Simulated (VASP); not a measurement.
# KCl (P1) in VASP: notebook

KCl is run at these levels: LDA; tasks: single point.

Everything below comes from runs of VASP 6.6.1. Logs are shortened: lines on timing, memory, paths and dates and some standing lists are left out, and cuts for length are marked.

**1. The cell of the first run**

The typed cell holds 8 atoms: a = 7.668 Å, b = 7.668 Å, c = 3.834 Å, α = 90.00°, β = 90.00°, γ = 90.00°.

**2. Single point, LDA**

The input, INCAR:

```
PREC = Accurate ; ENCUT = 400
EDIFF = 1E-6 ; ISMEAR = -1
SIGMA = 0.1 ; LREAL = F
LASPH = T ; NELM = 120
ALGO = Normal ; ISIF = 2
LWAVE = F ; LCHARG = F
NBANDS = 42 ; GGA_COMPAT = F
```

The input, KPOINTS:

```
Automatic mesh
0
Gamma
  1 1 2
```

The input, POSCAR:

```
KCl
1.0
    7.6683800000      0.0000000000      0.0000000000
    0.0000000000      7.6683800000      0.0000000000
    0.0000000000      0.0000000000      3.8341900000
K Cl
4 4
Direct
    0.0031820280     -0.0137949606     -0.0119589796
   -0.0005259259      0.4970583096      0.0371395262
    0.4951928569      0.0028436254      0.0339307650
    0.4964165834      0.5261313341     -0.0184195358
    0.2585118369      0.2356338627      0.4973574601
    0.2391758103      0.7364921926      0.4528729667
    0.7605837217      0.2532255835      0.4883607750
    0.7483879255      0.7610445753      0.5158393298
```

Potentials or basis: VASP PAW LDA potentials, release 64 (K_sv, Cl).

Command:

```
> cat potpaw_LDA.64/K_sv/POTCAR potpaw_LDA.64/Cl/POTCAR > POTCAR
> mpirun -np 1 vasp_std > vasp.out
```

OUTCAR:

```text
PREC = Accurate
   ENCUT = 400
   EDIFF = 1E-6
   ISMEAR = -1
   LREAL = F
   LASPH = T
   NELM = 120
   ISIF = 2

 ion  position               nearest neighbor table
   1  0.003  0.986  0.988-   8 3.17   6 3.18   2 3.76   3 3.78
   2  0.999  0.497  0.037-   6 3.05   7 3.14   1 3.76
   3  0.495  0.003  0.034-   5 3.10   4 3.66   1 3.78
   4  0.496  0.526  0.982-   6 3.12   8 3.19   3 3.66
   5  0.259  0.236  0.497-   3 3.10
   6  0.239  0.736  0.453-   2 3.05   4 3.12   1 3.18
   7  0.761  0.253  0.488-   2 3.14
   8  0.748  0.761  0.516-   1 3.17   4 3.19

  LATTYP: Found a simple tetragonal cell.
 ALAT       =     7.6683800000
 C/A-ratio  =     0.5000000000

  Lattice vectors:

 A1 = (   7.6683800000,   0.0000000000,   0.0000000000)
 A2 = (   0.0000000000,   7.6683800000,   0.0000000000)
 A3 = (   0.0000000000,   0.0000000000,   3.8341900000)

Analysis of symmetry for initial positions (statically):
=====================================================================
 Subroutine PRICEL returns:
 Original cell was already a primitive cell.

 Routine SETGRP: Setting up the symmetry group for a
 simple tetragonal supercell.

 Subroutine GETGRP returns: Found  1 space group operations
 (whereof  1 operations were pure point group operations)
 out of a pool of 16 trial point group operations.

The static configuration has the point symmetry C_1 .

Analysis of symmetry for dynamics (positions and initial velocities):
=====================================================================
 Subroutine PRICEL returns:
 Original cell was already a primitive cell.

 Routine SETGRP: Setting up the symmetry group for a
 simple tetragonal supercell.

 Subroutine GETGRP returns: Found  1 space group operations
 (whereof  1 operations were pure point group operations)
 out of a pool of 16 trial point group operations.

The dynamic configuration has the point symmetry C_1 .

 Subroutine INISYM returns: Found  1 space group operations
 (whereof  1 operations are pure point group operations),
 and found     1 'primitive' translations

----------------------------------------------------------------------------------------

                                     Primitive cell

  volume of cell :     225.4659

  direct lattice vectors                    reciprocal lattice vectors
     7.668380000  0.000000000  0.000000000     0.130405640  0.000000000  0.000000000
     0.000000000  7.668380000  0.000000000     0.000000000  0.130405640  0.000000000
     0.000000000  0.000000000  3.834190000     0.000000000  0.000000000  0.260811280

  length of vectors
     7.668380000  7.668380000  3.834190000     0.130405640  0.130405640  0.260811280

  position of ions in fractional coordinates (direct lattice)
     0.003182028  0.986205039  0.988041020
     0.999474074  0.497058310  0.037139526
     0.495192857  0.002843625  0.033930765
     0.496416583  0.526131334  0.981580464
     0.258511837  0.235633863  0.497357460
     0.239175810  0.736492193  0.452872967
     0.760583722  0.253225583  0.488360775
     0.748387925  0.761044575  0.515839330

  ion indices of the primitive-cell ions
   primitive index   ion index
                 1           1
                 2           2
                 3           3
                 4           4
                 5           5
                 6           6
                 7           7
                 8           8

----------------------------------------------------------------------------------------

 KPOINTS: Automatic mesh

Automatic generation of k-mesh.
 Grid dimensions read from file:
 generate k-points for:    1    1    2

 Generating k-lattice:

  Cartesian coordinates                     Fractional coordinates (reciprocal lattice)
     0.130405640  0.000000000  0.000000000     1.000000000  0.000000000  0.000000000
     0.000000000  0.130405640  0.000000000     0.000000000  1.000000000  0.000000000
     0.000000000  0.000000000  0.130405640     0.000000000  0.000000000  0.500000000

  Length of vectors
     0.130405640  0.130405640  0.130405640

  Shift w.r.t. Gamma in fractional coordinates (k-lattice)
     0.000000000  0.000000000  0.000000000

 Subroutine IBZKPT returns following result:
 ===========================================

 Found      2 irreducible k-points:

 Following reciprocal coordinates:
            Coordinates               Weight
  0.000000  0.000000  0.000000      1.000000
  0.000000  0.000000  0.500000      1.000000
   k-points           NKPTS =      2   k-points in BZ     NKDIM =      2   number of bands    NBANDS=     42
   number of dos      NEDOS =    301   number of ions     NIONS =      8
   total plane-waves  NPLWV =  70000
   dimension x,y,z NGX =    50 NGY =   50 NGZ =   28
   dimension x,y,z NGXF=   100 NGYF=  100 NGZF=   56
   ions per type =               4   4
   NGX,Y,Z   is equivalent  to a cutoff of  10.84, 10.84, 12.14 a.u.
   NGXF,Y,Z  is equivalent  to a cutoff of  21.68, 21.68, 24.28 a.u.
 SYSTEM =  unknown system
   PREC   = accura    normal or accurate (medium, high low for compatibility)
   ISTART =      0    job   : 0-new  1-cont  2-samecut
   ICHARG =      2    charge: 1-file 2-atom 10-const
   ISPIN  =      1    spin polarized calculation?
   LNONCOLLINEAR =      F non collinear calculations
   LSORBIT =      F    spin-orbit coupling
   LASPH  =      T    aspherical Exc in radial PAW
   ENCUT  =  400.0 eV  29.40 Ry    5.42 a.u.  12.51 12.51  6.25*2*pi/ulx,y,z
   NELM   =    120;   NELMIN=  2; NELMDL= -5     # of ELM steps
   EDIFF  = 0.1E-05   stopping-criterion for ELM
   LREAL  =      F    real-space projection
   EDIFFG = 0.1E-04   stopping-criterion for IOM
   NSW    =      0    number of steps for IOM
   IBRION =     -1    ionic relax: 0-MD 1-quasi-New 2-CG
   NFREE  =      0    steps in history (QN), initial steepest desc. (CG)
   ISIF   =      2    stress and relaxation
   ISYM   =      2    0-nonsym 1-usesym 2-fastsym
   POTIM  = 0.5000    time-step for ionic-motion
   TEBEG  =    0.0;   TEEND  =   0.0 temperature during run
   PSTRESS=    0.0 pullay stress
   NELECT =      64.0000    total number of electrons
   NUPDOWN=      -1.0000    fix difference up-down
   EMIN   =  10.00;   EMAX   =-10.00  energy-range for DOS
   EFERMI =   0.00;   METHOD = LEGACY
   ISMEAR =    -1;   SIGMA  =   0.10  broadening in eV -4-tet -1-fermi 0-gaus
   EFERMI_NEDOS =   21; number of points for ismear=-14 and -15
   IALGO  =     38    algorithm
   IMIX   =      4    mixing-type and parameters
     AMIX     =   0.40;   BMIX     =  1.00
     AMIX_MAG =   1.60;   BMIX_MAG =  1.00
  volume/ion in A,a.u.               =      28.18       190.19
  Fermi-wavevector in a.u.,A,eV,Ry     =   1.075906  2.033168 15.749761  1.157575
  Thomas-Fermi vector in A             =   2.211776
   LORBIT       =      0    0 simple, 1 ext, 2 COOP (PROOUT), +10 PAW based schemes
   GGA     = CA    functional components
   LHFCALC =     F    Hartree Fock is set to
   AEXX    =    0.0000 exact exchange contribution
   IVDW    =     0    specifies the selected vdW correction
   LEPSILON=     F    determine dielectric tensor
   LRPA    =     F    only Hartree local field effects (RPA)
 non-spin polarized calculation
  energy-cutoff  :      400.00
  volume of cell :      225.47
 maximum number of plane-waves:      4132
 NGX is ok and might be reduce to    50
   NGX = 25   NGY = 25   NGZ = 13

 number of electron      64.0000001 magnetization

 Free energy of the ion-electron system (eV)
  ---------------------------------------------------
  ext. energy  EPLUGINS =         0.00000000
  ---------------------------------------------------
  free energy    TOTEN  =       -28.07801153 eV

  energy without entropy =      -28.07801152  energy(sigma->0) =      -28.07801152

 E-fermi :   1.3421     XC(G=0):  -8.6056

 val. band max:       -0.7635894724   @ k =   0.0000   0.0000   0.0000
 cond. band min:       3.3562931678   @ k =   0.0000   0.0000   0.0000
 fundamental gap:      4.1198826402
 Fermi energy:         1.3421134332

 k-point     1 :       0.0000    0.0000    0.0000
  band No.  band energies     occupation
      1     -28.8511      2.00000
      2     -28.7360      2.00000
      3     -28.7061      2.00000
      4     -28.6728      2.00000
      5     -13.7886      2.00000
      6     -13.6670      2.00000
      7     -13.3053      2.00000
      8     -13.0513      2.00000
      9     -12.6469      2.00000
     10     -12.6239      2.00000
     11     -12.4594      2.00000
     12     -12.4103      2.00000
     13     -12.4038      2.00000
     14     -12.3438      2.00000
     15     -12.3190      2.00000
     16     -12.3142      2.00000
     17     -12.3082      2.00000
     18     -12.2760      2.00000
     19     -12.1466      2.00000
     20     -12.1205      2.00000
     21      -2.8534      2.00000
     22      -2.8206      2.00000
     23      -2.1855      2.00000
     24      -2.1246      2.00000
     25      -1.3775      2.00000
     26      -1.3544      2.00000
     27      -1.2263      2.00000
     28      -1.2013      2.00000
     29      -1.0512      2.00000
     30      -0.9612      2.00000
     31      -0.9376      2.00000
     32      -0.7636      2.00000
     33       3.3563      0.00000
     34       4.7881      0.00000
     35       5.2081      0.00000
     36       5.2513      0.00000
     37       5.9500      0.00000
     38       6.2683      0.00000
     39       6.3062      0.00000
     40       6.5080      0.00000
     41       6.5334      0.00000
     42       6.8526      0.00000

 k-point     2 :       0.0000    0.0000    0.5000
  band No.  band energies     occupation
      1     -28.8312      2.00000
      2     -28.7161      2.00000
      3     -28.6860      2.00000
      4     -28.6535      2.00000
      5     -13.7160      2.00000
      6     -13.2656      2.00000
      7     -13.0967      2.00000
      8     -12.8550      2.00000
      9     -12.6800      2.00000
     10     -12.6616      2.00000
     11     -12.6275      2.00000
     12     -12.5731      2.00000
     13     -12.5454      2.00000
     14     -12.5295      2.00000
     15     -12.5192      2.00000
     16     -12.3681      2.00000
     17     -12.3505      2.00000
     18     -12.2855      2.00000
     19     -12.2717      2.00000
     20     -12.1492      2.00000
     21      -2.8560      2.00000
     22      -2.4498      2.00000
     23      -2.4370      2.00000
     24      -2.3512      2.00000
     25      -2.1640      2.00000
     26      -2.1380      2.00000
     27      -2.0356      2.00000
     28      -2.0088      2.00000
     29      -1.2939      2.00000
     30      -1.1454      2.00000
     31      -0.8858      2.00000
     32      -0.7888      2.00000
     33       4.7776      0.00000
     34       4.8064      0.00000
     35       5.9115      0.00000
     36       5.9640      0.00000
     37       6.2994      0.00000
     38       6.5252      0.00000
     39       6.8629      0.00000
     40       7.2039      0.00000
     41       7.3728      0.00000
     42       7.4461      0.00000

------------------------ aborting loop because EDIFF is reached ----------------------------------------

  FORCE on cell =-STRESS in cart. coord.  units (eV):
  Direction    XX          YY          ZZ          XY          YZ          ZX
  --------------------------------------------------------------------------------------
  -------------------------------------------------------------------------------------
  Total       -2.1958139     -2.1061846     -1.9220986      0.0836007      0.1376650     -0.0123546
  in kB      -15.6036154    -14.9667031    -13.6585741      0.5940728      0.9782575     -0.0877927
  external PRESSURE =     -14.7429642 kB  Pullay stress =       0.0000000 kB

 VOLUME and BASIS-vectors are now :
 -----------------------------------------------------------------------------
  energy-cutoff  :      400.00
  volume of cell :      225.47
      direct lattice vectors                 reciprocal lattice vectors
     7.668380000  0.000000000  0.000000000     0.130405640  0.000000000  0.000000000
     0.000000000  7.668380000  0.000000000     0.000000000  0.130405640  0.000000000
     0.000000000  0.000000000  3.834190000     0.000000000  0.000000000  0.260811280

 POSITION                                       TOTAL-FORCE (eV/Angst)
 -----------------------------------------------------------------------------------
      0.02440      7.56260      3.78834        -0.070717      0.186331     -0.015309
      7.66435      3.81163      0.14240        -0.090082     -0.187902     -0.057423
      3.79733      0.02181      0.13010         0.111693      0.194089     -0.007474
      3.80671      4.03457      3.76357         0.067301     -0.240981     -0.032822
      1.98237      1.80693      1.90696         0.018622     -0.000782      0.094784
      1.83409      5.64770      1.73640         0.082206      0.012091     -0.019388
      5.83244      1.94183      1.87247        -0.007368      0.076706     -0.030988
      5.73892      5.83598      1.97783        -0.111654     -0.039553      0.068620
 -----------------------------------------------------------------------------------
    total drift:                               -0.000275      0.000040      0.000193

  FREE ENERGIE OF THE ION-ELECTRON SYSTEM (eV)
  ---------------------------------------------------
  free  energy   TOTEN  =       -28.0780115267 eV

  energy  without entropy=      -28.0780115188  energy(sigma->0) =      -28.07801152
```

Wall time 14 s (1 thread of Intel Xeon Platinum 8259CL at 2.50GHz (Skylake/Cascade Lake), shared host); peak memory 0.19 GiB.

What came out:

```
Free energy            : -28.0780 eV
Pressure               : -1.5 GPa
Largest force          : 0.252 eV/Å
Band gap on the k mesh : 4.12 eV
```

Forces in eV/Å, atoms in the order of the input:
```
K   -0.071  0.186 -0.015
K   -0.090 -0.188 -0.057
K    0.112  0.194 -0.007
K    0.067 -0.241 -0.033
Cl   0.019 -0.001  0.095
Cl   0.082  0.012 -0.019
Cl  -0.007  0.077 -0.031
Cl  -0.112 -0.040  0.069
```

Caveat: the k points lie up to 0.82 Å⁻¹ apart.

**3. Single point, LDA**

This run uses another cell than the first one, of 28.09 Å³/atom.

The input, INCAR:

```
PREC     = Accurate       # precision mode
ENCUT    = 400            # plane-wave cutoff, eV
EDIFF    = 1E-6           # SCF threshold, eV
ISMEAR   = -1             # smearing method
SIGMA    = 0.1            # smearing width, eV
LREAL    = F              # projectors in reciprocal space
LASPH    = T              # aspherical terms in the spheres
NELM     = 120            # most SCF steps
ALGO     = Normal         # electronic algorithm
ISIF     = 2              # what is computed and relaxed
LWAVE    = F              # write WAVECAR
LCHARG   = T              # write CHGCAR
GGA      = CA             # functional
LELF     = T              # ELF
LVHAR    = T            
NBANDS   = 42             # bands
GGA_COMPAT= F
```

KPOINTS is that of step 2.

The input, POSCAR:

```
KCl
1.0
    7.6598820000      0.0000000000      0.0000000000
    0.0000000000      7.6598820000      0.0000000000
    0.0000000000      0.0000000000      3.8299410000
K Cl
4 4
Direct
    0.0062282944     -0.0206641564     -0.0198540917
   -0.0042961497      0.4966810194      0.0568611892
    0.4951965317      0.0037807371      0.0524015905
    0.4929504136      0.5372569708     -0.0291192475
    0.2644056397      0.2270028442      0.4884811541
    0.2334423690      0.7291060097      0.4310061173
    0.7663868712      0.2590773592      0.4770517353
    0.7438241216      0.7668028045      0.5274893269
```

Potentials or basis: VASP PAW LDA potentials, release 64 (K_sv, Cl).

Command:

```
> cat potpaw_LDA.64/K_sv/POTCAR potpaw_LDA.64/Cl/POTCAR > POTCAR
> mpirun -np 1 vasp_std > vasp.out
```

Run time: 16 s. Hardware: 1 thread of Intel Xeon Platinum 8259CL at 2.50GHz (Skylake/Cascade Lake), shared host; peak memory 0.2 GiB.

It converged, with:

| Item | Value |
| --- | --- |
| Free energy | -28.0356 eV |
| Pressure | -1.0 GPa |
| Largest force | 0.386 eV/Å |
| Band gap on the k mesh | 4.05 eV |

Forces in eV/Å, atoms in the order of the input:
```
K   -0.084  0.297 -0.025
K   -0.153 -0.294 -0.167
K    0.184  0.238 -0.051
K    0.103 -0.368 -0.056
Cl  -0.033  0.015  0.168
Cl   0.138  0.100  0.063
Cl  -0.030  0.050 -0.010
Cl  -0.125 -0.038  0.079
```

Stress tensor (GPa, compression positive):
```
-1.21  0.16 -0.09
 0.16 -1.10  0.21
-0.09  0.21 -0.83
```

Levels at points of the mesh, in eV from the valence-band top:
| k point | band 29 | band 30 | band 31 | band 32 | band 33 | band 34 | band 35 | band 36 |
| --- | --- | --- | --- | --- | --- | --- | --- | --- |
| (0.00, 0.00, 0.00) | -0.36 | -0.22 | -0.19 | 0.00 | 4.05 | 5.51 | 5.93 | 6.03 |
| (0.00, 0.00, 0.50) | -0.75 | -0.47 | -0.21 | -0.05 | 5.49 | 5.55 | 6.58 | 6.68 |

Caveat: the k points lie up to 0.82 Å⁻¹ apart.
